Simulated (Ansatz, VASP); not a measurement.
One calculation of Pt, two programs

```
Pt
1.0
     0.00000    1.90895    1.95790
     1.90895    0.00000    1.95790
     1.90895    1.90895    0.00000
Pt
1
Cartesian
  0.0000 0.0000 0.0000
```

Change from the starting cell: strain -0.025 along x and y, +0.000 along z, atoms carried along.

Alike in both runs: task single point; functional PBE; k mesh 20 × 20 × 20; occupations gaussian, width 0.15 eV; no spin polarisation.

```csv
,VASP,Ansatz
version,VASP 6.6.1,Ansatz 0.2.0
potentials or method,"VASP PAW PBE potentials, release 64 (Pt), cutoff 520 eV","scalar-relativistic, plane waves, PAW"
valence electrons in the cell,10,18
```

VASP gave:

- gap on the k mesh at the Fermi level (eV): none
- pressure (GPa): 28.8
- traceless stress, the component that is largest in VASP (GPa): -2.41

Task: Which values does Ansatz return?

Result: gap on the k mesh at the Fermi level (eV): none; pressure (GPa): 29.4; traceless stress, the component that is largest in VASP (GPa): -2.43.

A gap of «none» marks a metal or a gap that the smearing closes. Both programs put the cell under a high pressure, so it lies far from rest at this level. The functional is the same, so the differences come from potentials, cutoffs and numerics. VASP's potentials hold 10 valence electrons a cell and Ansatz's 18, so a difference there can come from the potentials and not from the codes.

Neither program's run includes spin-orbit coupling.
